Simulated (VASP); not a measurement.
# Te2Pb (Fm-3m) in VASP: further runs

The runs below take Te2Pb through single point, relaxation of cell and atoms, with PBE.

Program: VASP 6.6.1. These are calculated values, not measurements. Logs are shortened: lines on timing, memory, paths and dates and some standing lists are left out, and cuts for length are marked.

## 1. The cell of the first run

It takes space group Fm-3m (No. 225, cubic). Conventional cell: a = 7.623 Å, b = 7.623 Å, c = 7.623 Å, α = 90.00°, β = 90.00°, γ = 90.00°. Within 4.3 Å of Pb (site symmetry m-3m) lie 8 Te at 3.30 Å. Within 4.3 Å of Te (site symmetry -43m) lie 4 Pb at 3.30 Å and 6 Te at 3.81 Å.

## 2. Single point, PBE

INCAR

```
PREC = Accurate
ENCUT = 520
EDIFF = 1E-6
ISMEAR = -1
SIGMA = 0.02
LREAL = False
LASPH = True
NELM = 80
ALGO = Normal
ISIF = 2
LWAVE = False
LCHARG = False
GGA = PE
NBANDS = 20
```

KPOINTS

```
Automatic mesh
0
Gamma
  6 6 6
```

POSCAR

```
Te2Pb
1.0
    0.0000000000      3.8117047485      3.8117047485
    3.8117047485      0.0000000000      3.8117047485
    3.8117047485      3.8117047485      0.0000000000
Pb Te
1 2
Direct
    0.0000000000      0.0000000000      0.0000000000
    0.2500000000      0.2500000000      0.2500000000
    0.7500000000      0.7500000000      0.7500000000
```

Potentials or basis: VASP PAW PBE potentials, release 64 (Pb_d, Te).

Started as:

```
> cat potpaw_PBE.64/Pb_d/POTCAR potpaw_PBE.64/Te/POTCAR > POTCAR
> mpirun -np 1 vasp_std > vasp.out
```

OUTCAR:

```text
PREC = Accurate
   ENCUT = 520
   EDIFF = 1E-6
   ISMEAR = -1
   LREAL = False
   LASPH = True
   NELM = 80
   ISIF = 2
   GGA = PE

 ion  position               nearest neighbor table
   1  0.000  0.000  0.000-   3 3.30   3 3.30   3 3.30   2 3.30   2 3.30   2 3.30   3 3.30   2 3.30

   2  0.250  0.250  0.250-   1 3.30   1 3.30   1 3.30   1 3.30
   3  0.750  0.750  0.750-   1 3.30   1 3.30   1 3.30   1 3.30

  LATTYP: Found a face centered cubic cell.
 ALAT       =     7.6234094970

  Lattice vectors:

 A1 = (   0.0000000000,   3.8117047485,   3.8117047485)
 A2 = (   3.8117047485,   0.0000000000,   3.8117047485)
 A3 = (   3.8117047485,   3.8117047485,   0.0000000000)

Analysis of symmetry for initial positions (statically):
=====================================================================
 Subroutine PRICEL returns:
 Original cell was already a primitive cell.

 Routine SETGRP: Setting up the symmetry group for a
 face centered cubic supercell.

 Subroutine GETGRP returns: Found 48 space group operations
 (whereof 48 operations were pure point group operations)
 out of a pool of 48 trial point group operations.

The static configuration has the point symmetry O_h .

Analysis of symmetry for dynamics (positions and initial velocities):
=====================================================================
 Subroutine PRICEL returns:
 Original cell was already a primitive cell.

 Routine SETGRP: Setting up the symmetry group for a
 face centered cubic supercell.

 Subroutine GETGRP returns: Found 48 space group operations
 (whereof 48 operations were pure point group operations)
 out of a pool of 48 trial point group operations.

The dynamic configuration has the point symmetry O_h .

 Subroutine INISYM returns: Found 48 space group operations
 (whereof 48 operations are pure point group operations),
 and found     1 'primitive' translations

----------------------------------------------------------------------------------------

                                     Primitive cell

  volume of cell :     110.7612

  direct lattice vectors                    reciprocal lattice vectors
     0.000000000  3.811704748  3.811704748    -0.131174903  0.131174903  0.131174903
     3.811704748  0.000000000  3.811704748     0.131174903 -0.131174903  0.131174903
     3.811704748  3.811704748  0.000000000     0.131174903  0.131174903 -0.131174903

  length of vectors
     5.390564551  5.390564551  5.390564551     0.227201596  0.227201596  0.227201596

  position of ions in fractional coordinates (direct lattice)
     0.000000000  0.000000000  0.000000000
     0.250000000  0.250000000  0.250000000
     0.750000000  0.750000000  0.750000000

  ion indices of the primitive-cell ions
   primitive index   ion index
                 1           1
                 2           2
                 3           3

----------------------------------------------------------------------------------------

 KPOINTS: Automatic mesh

Automatic generation of k-mesh.
 Grid dimensions read from file:
 generate k-points for:    6    6    6

 Generating k-lattice:

  Cartesian coordinates                     Fractional coordinates (reciprocal lattice)
    -0.021862484  0.021862484  0.021862484     0.166666667  0.000000000  0.000000000
     0.021862484 -0.021862484  0.021862484     0.000000000  0.166666667  0.000000000
     0.021862484  0.021862484 -0.021862484     0.000000000  0.000000000  0.166666667

  Length of vectors
     0.037866933  0.037866933  0.037866933

  Shift w.r.t. Gamma in fractional coordinates (k-lattice)
     0.000000000  0.000000000  0.000000000

 Subroutine IBZKPT returns following result:
 ===========================================

 Found     16 irreducible k-points:

 Following reciprocal coordinates:
            Coordinates               Weight
  0.000000  0.000000  0.000000      1.000000
  0.166667  0.000000  0.000000      8.000000
  0.333333  0.000000  0.000000      8.000000
  0.500000  0.000000  0.000000      4.000000
  0.166667  0.166667  0.000000      6.000000
  0.333333  0.166667  0.000000     24.000000
[... 8 lines left out ...]
 -0.333333  0.333333  0.166667     24.000000
 -0.333333  0.500000  0.166667     12.000000
   k-points           NKPTS =     16   k-points in BZ     NKDIM =     16   number of bands    NBANDS=     20
   number of dos      NEDOS =    301   number of ions     NIONS =      3
   total plane-waves  NPLWV =  64000
   dimension x,y,z NGX =    40 NGY =   40 NGZ =   40
   dimension x,y,z NGXF=    80 NGYF=   80 NGZF=   80
   ions per type =               1   2
   NGX,Y,Z   is equivalent  to a cutoff of  12.34, 12.34, 12.34 a.u.
   NGXF,Y,Z  is equivalent  to a cutoff of  24.67, 24.67, 24.67 a.u.
 SYSTEM =  unknown system
   PREC   = accura    normal or accurate (medium, high low for compatibility)
   ISTART =      0    job   : 0-new  1-cont  2-samecut
   ICHARG =      2    charge: 1-file 2-atom 10-const
   ISPIN  =      1    spin polarized calculation?
   LNONCOLLINEAR =      F non collinear calculations
   LSORBIT =      F    spin-orbit coupling
   LASPH  =      T    aspherical Exc in radial PAW
   ENCUT  =  520.0 eV  38.22 Ry    6.18 a.u.  10.02 10.02 10.02*2*pi/ulx,y,z
   NELM   =     80;   NELMIN=  2; NELMDL= -5     # of ELM steps
   EDIFF  = 0.1E-05   stopping-criterion for ELM
   LREAL  =      F    real-space projection
   EDIFFG = 0.1E-04   stopping-criterion for IOM
   NSW    =      0    number of steps for IOM
   IBRION =     -1    ionic relax: 0-MD 1-quasi-New 2-CG
   NFREE  =      0    steps in history (QN), initial steepest desc. (CG)
   ISIF   =      2    stress and relaxation
   ISYM   =      2    0-nonsym 1-usesym 2-fastsym
   POTIM  = 0.5000    time-step for ionic-motion
   TEBEG  =    0.0;   TEEND  =   0.0 temperature during run
   PSTRESS=    0.0 pullay stress
   NELECT =      26.0000    total number of electrons
   NUPDOWN=      -1.0000    fix difference up-down
   EMIN   =  10.00;   EMAX   =-10.00  energy-range for DOS
   EFERMI =   0.00;   METHOD = LEGACY
   ISMEAR =    -1;   SIGMA  =   0.02  broadening in eV -4-tet -1-fermi 0-gaus
   EFERMI_NEDOS =   21; number of points for ismear=-14 and -15
   IALGO  =     38    algorithm
   IMIX   =      4    mixing-type and parameters
     AMIX     =   0.40;   BMIX     =  1.00
     AMIX_MAG =   1.60;   BMIX_MAG =  1.00
  volume/ion in A,a.u.               =      36.92       249.15
  Fermi-wavevector in a.u.,A,eV,Ry     =   1.009881  1.908398 13.876022  1.019859
  Thomas-Fermi vector in A             =   2.142836
   LORBIT       =      0    0 simple, 1 ext, 2 COOP (PROOUT), +10 PAW based schemes
   GGA     = PE    functional components
   LHFCALC =     F    Hartree Fock is set to
   AEXX    =    0.0000 exact exchange contribution
   IVDW    =     0    specifies the selected vdW correction
   LEPSILON=     F    determine dielectric tensor
   LRPA    =     F    only Hartree local field effects (RPA)
 non-spin polarized calculation
  energy-cutoff  :      520.00
  volume of cell :      110.76
 maximum number of plane-waves:      2998
   NGX = 21   NGY = 21   NGZ = 21

 number of electron      26.0000003 magnetization

 Free energy of the ion-electron system (eV)
  ---------------------------------------------------
  ext. energy  EPLUGINS =         0.00000000
  ---------------------------------------------------
  free energy    TOTEN  =        -9.63843883 eV

  energy without entropy =       -9.63726644  energy(sigma->0) =       -9.63785263

 E-fermi :   4.5274     XC(G=0):  -8.7817

 val. band max:        4.5248292662   @ k =   0.3333   0.3333   0.0000
 cond. band min:       4.6429797794   @ k =  -0.3333   0.1667   0.0000
 fundamental gap:      0.1181505132
 Fermi energy:         4.5273982843

 k-point     1 :       0.0000    0.0000    0.0000
  band No.  band energies     occupation
      1     -11.9664      2.00000
      2     -11.9664      2.00000
      3     -11.9664      2.00000
      4     -11.9401      2.00000
      5     -11.9401      2.00000
      6      -7.3761      2.00000
[... 12 lines left out ...]
     19       9.8082      0.00000
     20      10.1846      0.00000

 k-point     2 :       0.1667    0.0000    0.0000
  band No.  band energies     occupation
      1     -11.9691      2.00000
      2     -11.9653      2.00000
      3     -11.9653      2.00000
      4     -11.9401      2.00000
      5     -11.9401      2.00000
      6      -7.2152      2.00000
[... 12 lines left out ...]
     19      10.3911      0.00000
     20      10.9407      0.00000

 k-point     3 :       0.3333    0.0000    0.0000
  band No.  band energies     occupation
      1     -11.9747      2.00000
      2     -11.9633      2.00000
      3     -11.9633      2.00000
      4     -11.9399      2.00000
      5     -11.9399      2.00000
      6      -6.7553      2.00000
[... 12 lines left out ...]
     19      11.5937      0.00000
     20      11.5937      0.00000

 k-point     4 :       0.5000    0.0000    0.0000
  band No.  band energies     occupation
      1     -11.9776      2.00000
      2     -11.9623      2.00000
      3     -11.9623      2.00000
      4     -11.9397      2.00000
      5     -11.9397      2.00000
      6      -6.1902      2.00000
[... 12 lines left out ...]
     19      11.3945      0.00000
     20      11.3945      0.00000

 k-point     5 :       0.1667    0.1667    0.0000
  band No.  band energies     occupation
      1     -11.9712      2.00000
      2     -11.9643      2.00000
      3     -11.9643      2.00000
      4     -11.9406      2.00000
      5     -11.9396      2.00000
      6      -7.1645      2.00000
[... 12 lines left out ...]
     19      10.6069      0.00000
     20      11.4490      0.00000

 k-point     6 :       0.3333    0.1667    0.0000
  band No.  band energies     occupation
      1     -11.9750      2.00000
      2     -11.9635      2.00000
      3     -11.9622      2.00000
      4     -11.9409      2.00000
      5     -11.9392      2.00000
      6      -6.8132      2.00000
[... 12 lines left out ...]
     19      11.1284      0.00000
     20      11.7355      0.00000

 k-point     7 :       0.5000    0.1667    0.0000
  band No.  band energies     occupation
      1     -11.9760      2.00000
      2     -11.9647      2.00000
      3     -11.9611      2.00000
      4     -11.9405      2.00000
      5     -11.9394      2.00000
      6      -6.2430      2.00000
[... 12 lines left out ...]
     19      11.5931      0.00000
     20      12.5917      0.00000

 k-point     8 :      -0.3333    0.1667    0.0000
  band No.  band energies     occupation
      1     -11.9742      2.00000
      2     -11.9655      2.00000
      3     -11.9620      2.00000
      4     -11.9400      2.00000
      5     -11.9399      2.00000
      6      -6.4348      2.00000
[... 12 lines left out ...]
     19      11.9351      0.00000
     20      12.3937      0.00000

 k-point     9 :      -0.1667    0.1667    0.0000
  band No.  band energies     occupation
      1     -11.9717      2.00000
      2     -11.9647      2.00000
      3     -11.9641      2.00000
      4     -11.9404      2.00000
      5     -11.9397      2.00000
      6      -6.9566      2.00000
[... 12 lines left out ...]
     19      11.1433      0.00000
     20      11.5939      0.00000

 k-point    10 :       0.3333    0.3333    0.0000
  band No.  band energies     occupation
      1     -11.9807      2.00000
      2     -11.9600      2.00000
      3     -11.9600      2.00000
      4     -11.9418      2.00000
      5     -11.9386      2.00000
      6      -6.6082      2.00000
[... 12 lines left out ...]
     19      10.8828      0.00000
     20      12.4704      0.00000

 k-point    11 :       0.5000    0.3333    0.0000
  band No.  band energies     occupation
      1     -11.9812      2.00000
      2     -11.9613      2.00000
      3     -11.9589      2.00000
      4     -11.9418      2.00000
      5     -11.9386      2.00000
      6      -6.2229      2.00000
[... 12 lines left out ...]
     19      11.3568      0.00000
     20      12.5416      0.00000

 k-point    12 :      -0.3333    0.3333    0.0000
  band No.  band energies     occupation
      1     -11.9744      2.00000
      2     -11.9676      2.00000
      3     -11.9598      2.00000
      4     -11.9409      2.00000
      5     -11.9394      2.00000
      6      -5.9376      2.00000
[... 12 lines left out ...]
     19      12.6937      0.00000
     20      12.8885      0.00000

 k-point    13 :       0.5000    0.5000    0.0000
  band No.  band energies     occupation
      1     -11.9855      2.00000
      2     -11.9578      2.00000
      3     -11.9578      2.00000
      4     -11.9424      2.00000
      5     -11.9381      2.00000
      6      -6.1817      2.00000
[... 12 lines left out ...]
     19      10.9636      0.00000
     20      12.0652      0.00000

 k-point    14 :       0.5000    0.3333    0.1667
  band No.  band energies     occupation
      1     -11.9762      2.00000
      2     -11.9650      2.00000
      3     -11.9602      2.00000
      4     -11.9411      2.00000
      5     -11.9391      2.00000
      6      -6.4158      2.00000
[... 12 lines left out ...]
     19      11.5150      0.00000
     20      12.2958      0.00000

 k-point    15 :      -0.3333    0.3333    0.1667
  band No.  band energies     occupation
      1     -11.9731      2.00000
      2     -11.9695      2.00000
      3     -11.9591      2.00000
      4     -11.9409      2.00000
      5     -11.9393      2.00000
      6      -5.9326      2.00000
[... 12 lines left out ...]
     19      12.0156      0.00000
     20      12.5318      0.00000

 k-point    16 :      -0.3333    0.5000    0.1667
  band No.  band energies     occupation
      1     -11.9788      2.00000
      2     -11.9650      2.00000
      3     -11.9578      2.00000
      4     -11.9416      2.00000
      5     -11.9388      2.00000
      6      -6.0088      2.00000
[... 12 lines left out ...]
     19      11.9213      0.00000
     20      12.0369      0.00000

------------------------ aborting loop because EDIFF is reached ----------------------------------------

  FORCE on cell =-STRESS in cart. coord.  units (eV):
  Direction    XX          YY          ZZ          XY          YZ          ZX
  --------------------------------------------------------------------------------------
  -------------------------------------------------------------------------------------
  Total       -0.0281255     -0.0281255     -0.0281255      0.0000000     -0.0000000      0.0000000
  in kB       -0.4068392     -0.4068392     -0.4068392      0.0000000     -0.0000000      0.0000000
  external PRESSURE =      -0.4068392 kB  Pullay stress =       0.0000000 kB

 VOLUME and BASIS-vectors are now :
 -----------------------------------------------------------------------------
  energy-cutoff  :      520.00
  volume of cell :      110.76
      direct lattice vectors                 reciprocal lattice vectors
     0.000000000  3.811704748  3.811704748    -0.131174903  0.131174903  0.131174903
     3.811704748  0.000000000  3.811704748     0.131174903 -0.131174903  0.131174903
     3.811704748  3.811704748  0.000000000     0.131174903  0.131174903 -0.131174903

 POSITION                                       TOTAL-FORCE (eV/Angst)
 -----------------------------------------------------------------------------------
      0.00000      0.00000      0.00000         0.000000     -0.000000      0.000000
      1.90585      1.90585      1.90585        -0.000000     -0.000000     -0.000000
      5.71756      5.71756      5.71756         0.000000      0.000000     -0.000000
 -----------------------------------------------------------------------------------
    total drift:                               -0.000000      0.000000      0.000000

  FREE ENERGIE OF THE ION-ELECTRON SYSTEM (eV)
  ---------------------------------------------------
  free  energy   TOTEN  =        -9.6384388286 eV

  energy  without entropy=       -9.6372664407  energy(sigma->0) =       -9.63785263
```

It took 26 s on 1 thread of Intel Xeon Platinum 8375C at 2.90GHz (Ice Lake), shared host; peak memory 0.25 GiB.

Results:

```yaml
Free_energy: -9.6384 eV
Pressure: 0.0 GPa
Band_gap_on_the_k_mesh: zero (band 13 reaches 5.22 eV, above the bottom of band 14 at 3.51 eV)
```

Levels at points of the mesh, in eV from the Fermi level:
```
           k point  band 10  band 11  band 12  band 13  band 14  band 15  band 16  band 17
(0.00, 0.00, 0.00)    -2.11    -2.11    -1.02    -1.02    -1.02     1.90     1.90     1.90
(0.50, 0.00, 0.00)    -2.45    -2.14    -1.41    -1.41     0.27     3.44     3.44     4.63
(0.50, 0.50, 0.00)    -3.67    -1.74     0.59     0.59     1.03     2.32     4.36     4.36
```

Caveat: spin-orbit coupling is left out, which moves the levels of the heavy elements.

[end of part 1 of 2]
